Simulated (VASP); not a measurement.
# Ca (Pm-3m) in VASP: notebook, part 2 of 3

VASP 6.6.1. The steps go on from the part before.

## Step 3: Single point, PBEsol (strained)

File INCAR:

```
ALGO = Normal
EDIFF = 1E-7
ENCUT = 520
GGA = PS
ISIF = 2
ISMEAR = 0
LASPH = T
LCHARG = F
LREAL = F
LWAVE = F
NBANDS = 11
NELM = 80
PREC = Accurate
SIGMA = 0.1
```

File KPOINTS:

```
k-points
0
Gamma
  12 12 12
```

File POSCAR:

```
Ca
1.0
    3.6145968339      0.0000000000      0.0000000000
    0.0000000000      3.6145968339      0.0000000000
    0.0000000000      0.0000000000      3.6145968339
Ca
1
Direct
    0.0000000000      0.0000000000      0.0000000000
```

Potentials or basis: VASP PAW PBE potentials, release 64 (Ca_sv).

On the command line:

```sh
$ cat potpaw_PBE.64/Ca_sv/POTCAR > POTCAR
$ mpirun -np 1 vasp_std > vasp.out
```

OUTCAR:

```text
EDIFF = 1E-7
   ENCUT = 520
   GGA = PS
   ISIF = 2
   ISMEAR = 0
   LASPH = T
   LREAL = F
   NELM = 80
   PREC = Accurate

 ion  position               nearest neighbor table
   1  0.000  0.000  0.000-

  LATTYP: Found a simple cubic cell.
 ALAT       =     3.6145968339

  Lattice vectors:

 A1 = (   3.6145968339,   0.0000000000,   0.0000000000)
 A2 = (   0.0000000000,   3.6145968339,   0.0000000000)
 A3 = (   0.0000000000,   0.0000000000,   3.6145968339)

Analysis of symmetry for initial positions (statically):
=====================================================================
 Subroutine PRICEL returns:
 Original cell was already a primitive cell.

 Routine SETGRP: Setting up the symmetry group for a
 simple cubic supercell.

 Subroutine GETGRP returns: Found 48 space group operations
 (whereof 48 operations were pure point group operations)
 out of a pool of 48 trial point group operations.

The static configuration has the point symmetry O_h .

Analysis of symmetry for dynamics (positions and initial velocities):
=====================================================================
 Subroutine PRICEL returns:
 Original cell was already a primitive cell.

 Routine SETGRP: Setting up the symmetry group for a
 simple cubic supercell.

 Subroutine GETGRP returns: Found 48 space group operations
 (whereof 48 operations were pure point group operations)
 out of a pool of 48 trial point group operations.

The dynamic configuration has the point symmetry O_h .

 Subroutine INISYM returns: Found 48 space group operations
 (whereof 48 operations are pure point group operations),
 and found     1 'primitive' translations

----------------------------------------------------------------------------------------

                                     Primitive cell

  volume of cell :      47.2258

  direct lattice vectors                    reciprocal lattice vectors
     3.614596834  0.000000000  0.000000000     0.276656027  0.000000000  0.000000000
     0.000000000  3.614596834  0.000000000     0.000000000  0.276656027  0.000000000
     0.000000000  0.000000000  3.614596834     0.000000000  0.000000000  0.276656027

  length of vectors
     3.614596834  3.614596834  3.614596834     0.276656027  0.276656027  0.276656027

  position of ions in fractional coordinates (direct lattice)
     0.000000000  0.000000000  0.000000000

  ion indices of the primitive-cell ions
   primitive index   ion index
                 1           1

----------------------------------------------------------------------------------------

 KPOINTS: k-points

Automatic generation of k-mesh.
 Grid dimensions read from file:
 generate k-points for:   12   12   12

 Generating k-lattice:

  Cartesian coordinates                     Fractional coordinates (reciprocal lattice)
     0.023054669  0.000000000  0.000000000     0.083333333  0.000000000  0.000000000
     0.000000000  0.023054669  0.000000000     0.000000000  0.083333333  0.000000000
     0.000000000  0.000000000  0.023054669     0.000000000  0.000000000  0.083333333

  Length of vectors
     0.023054669  0.023054669  0.023054669

  Shift w.r.t. Gamma in fractional coordinates (k-lattice)
     0.000000000  0.000000000  0.000000000

 Subroutine IBZKPT returns following result:
 ===========================================

 Found     84 irreducible k-points:

 Following reciprocal coordinates:
            Coordinates               Weight
  0.000000  0.000000  0.000000      1.000000
  0.083333  0.000000  0.000000      6.000000
  0.166667  0.000000  0.000000      6.000000
  0.250000  0.000000  0.000000      6.000000
  0.333333  0.000000  0.000000      6.000000
  0.416667  0.000000  0.000000      6.000000
[... 16 lines left out ...]
  0.333333  0.333333  0.000000     12.000000
  0.416667  0.333333  0.000000     24.000000
 [... further k-points ...]
   k-points           NKPTS =     84   k-points in BZ     NKDIM =     84   number of bands    NBANDS=     11
   number of dos      NEDOS =    301   number of ions     NIONS =      1
   total plane-waves  NPLWV =  21952
   dimension x,y,z NGX =    28 NGY =   28 NGZ =   28
   dimension x,y,z NGXF=    56 NGYF=   56 NGZF=   56
   ions per type =               1
   NGX,Y,Z   is equivalent  to a cutoff of  12.88, 12.88, 12.88 a.u.
   NGXF,Y,Z  is equivalent  to a cutoff of  25.76, 25.76, 25.76 a.u.
 SYSTEM =  unknown system
   PREC   = accura    normal or accurate (medium, high low for compatibility)
   ISTART =      0    job   : 0-new  1-cont  2-samecut
   ICHARG =      2    charge: 1-file 2-atom 10-const
   ISPIN  =      1    spin polarized calculation?
   LNONCOLLINEAR =      F non collinear calculations
   LSORBIT =      F    spin-orbit coupling
   LASPH  =      T    aspherical Exc in radial PAW
   ENCUT  =  520.0 eV  38.22 Ry    6.18 a.u.   6.72  6.72  6.72*2*pi/ulx,y,z
   NELM   =     80;   NELMIN=  2; NELMDL= -5     # of ELM steps
   EDIFF  = 0.1E-06   stopping-criterion for ELM
   LREAL  =      F    real-space projection
   EDIFFG = 0.1E-05   stopping-criterion for IOM
   NSW    =      0    number of steps for IOM
   IBRION =     -1    ionic relax: 0-MD 1-quasi-New 2-CG
   NFREE  =      0    steps in history (QN), initial steepest desc. (CG)
   ISIF   =      2    stress and relaxation
   ISYM   =      2    0-nonsym 1-usesym 2-fastsym
   POTIM  = 0.5000    time-step for ionic-motion
   TEBEG  =    0.0;   TEEND  =   0.0 temperature during run
   PSTRESS=    0.0 pullay stress
   NELECT =      10.0000    total number of electrons
   NUPDOWN=      -1.0000    fix difference up-down
   EMIN   =  10.00;   EMAX   =-10.00  energy-range for DOS
   EFERMI =   0.00;   METHOD = LEGACY
   ISMEAR =     0;   SIGMA  =   0.10  broadening in eV -4-tet -1-fermi 0-gaus
   EFERMI_NEDOS =   21; number of points for ismear=-14 and -15
   IALGO  =     38    algorithm
   IMIX   =      4    mixing-type and parameters
     AMIX     =   0.40;   BMIX     =  1.00
     AMIX_MAG =   1.60;   BMIX_MAG =  1.00
  volume/ion in A,a.u.               =      47.23       318.70
  Fermi-wavevector in a.u.,A,eV,Ry     =   0.975772  1.843941 12.954526  0.952131
  Thomas-Fermi vector in A             =   2.106338
   LORBIT       =      0    0 simple, 1 ext, 2 COOP (PROOUT), +10 PAW based schemes
   GGA     = PS    functional components
   LHFCALC =     F    Hartree Fock is set to
   AEXX    =    0.0000 exact exchange contribution
   IVDW    =     0    specifies the selected vdW correction
   LEPSILON=     F    determine dielectric tensor
   LRPA    =     F    only Hartree local field effects (RPA)
 non-spin polarized calculation
 Gauss-broadening in eV      SIGMA  =   0.10
  energy-cutoff  :      520.00
  volume of cell :       47.23
 maximum number of plane-waves:      1328
 NGX is ok and might be reduce to    28
   NGX = 13   NGY = 13   NGZ = 13

 number of electron      10.0000004 magnetization

 Free energy of the ion-electron system (eV)
  ---------------------------------------------------
  ext. energy  EPLUGINS =         0.00000000
  ---------------------------------------------------
  free energy    TOTEN  =        -1.71769116 eV

  energy without entropy =       -1.71127761  energy(sigma->0) =       -1.71448438

 E-fermi :   1.3992     XC(G=0):  -7.4414

 val. band max:        1.3981778871   @ k =   0.4167   0.0833   0.0833
 cond. band min:       1.4154027152   @ k =   0.5000   0.3333   0.2500
 fundamental gap:      0.0172248281
 Fermi energy:         1.3992084802

 k-point     1 :       0.0000    0.0000    0.0000
  band No.  band energies     occupation
      1     -40.8202      2.00000
      2     -21.8007      2.00000
      3     -21.8007      2.00000
      4     -21.8007      2.00000
      5      -2.3363      2.00000
      6       2.1983      0.00000
      7       2.1983      0.00000
      8       5.1834      0.00000
      9       5.1834      0.00000
     10       5.1834      0.00000
     11       9.3836      0.00000
[... 309 lines left out ...]
 k-point    24 :       0.4167    0.3333    0.0000
  band No.  band energies     occupation
      1     -40.7989      2.00000
      2     -21.9355      2.00000
      3     -21.9041      2.00000
      4     -21.7784      2.00000
      5       0.7165      2.00000
      6       1.7874      0.00000
      7       3.1583      0.00000
      8       3.5690      0.00000
      9       4.3260      0.00000
     10       4.5352      0.00000
     11       6.2173      0.00000

 [... further k-points ...]

------------------------ aborting loop because EDIFF is reached ----------------------------------------

  FORCE on cell =-STRESS in cart. coord.  units (eV):
  Direction    XX          YY          ZZ          XY          YZ          ZX
  --------------------------------------------------------------------------------------
  -------------------------------------------------------------------------------------
  Total       -0.3764015     -0.3764015     -0.3764015     -0.0000000      0.0000000     -0.0000000
  in kB      -12.7697475    -12.7697475    -12.7697475     -0.0000000      0.0000000     -0.0000000
  external PRESSURE =     -12.7697475 kB  Pullay stress =       0.0000000 kB

 VOLUME and BASIS-vectors are now :
 -----------------------------------------------------------------------------
  energy-cutoff  :      520.00
  volume of cell :       47.23
      direct lattice vectors                 reciprocal lattice vectors
     3.614596834  0.000000000  0.000000000     0.276656027  0.000000000  0.000000000
     0.000000000  3.614596834  0.000000000     0.000000000  0.276656027  0.000000000
     0.000000000  0.000000000  3.614596834     0.000000000  0.000000000  0.276656027

 POSITION                                       TOTAL-FORCE (eV/Angst)
 -----------------------------------------------------------------------------------
      0.00000      0.00000      0.00000         0.000000      0.000000      0.000000
 -----------------------------------------------------------------------------------
    total drift:                               -0.000000     -0.000000     -0.000000

  FREE ENERGIE OF THE ION-ELECTRON SYSTEM (eV)
  ---------------------------------------------------
  free  energy   TOTEN  =        -1.7176911632 eV

  energy  without entropy=       -1.7112776067  energy(sigma->0) =       -1.71448438
```

Run time: 36 s. Hardware: 1 thread of Intel Xeon 8259CL, shared host; peak memory 0.18 GiB.

What came out:

* Free energy: -1.7177 eV
* Pressure: -1.3 GPa
* Band gap on the k mesh: zero (bands 5 and 6 overlap by 1.24 eV)

Levels at points of the mesh, in eV from the Fermi level:
```tsv
k point	band 2	band 3	band 4	band 5	band 6	band 7	band 8	band 9
(0.00, 0.00, 0.00)	-23.20	-23.20	-23.20	-3.74	0.80	0.80	3.78	3.78
(0.50, 0.00, 0.00)	-23.36	-23.19	-23.19	-1.26	-0.54	1.25	2.68	2.68
(0.50, 0.50, 0.00)	-23.34	-23.34	-23.17	-0.26	0.76	2.07	2.07	2.95
(0.50, 0.50, 0.50)	-23.32	-23.32	-23.32	0.70	0.70	0.70	4.46	4.46
```

Caveat: the cell differs from its parent crystal (strained); the PAW data sets were made with another functional, which shifts forces and pressure a little.

(Continued in part 3 of 3.)

The gap in the log of VASP goes by the Fermi energy; the results here count the filled bands.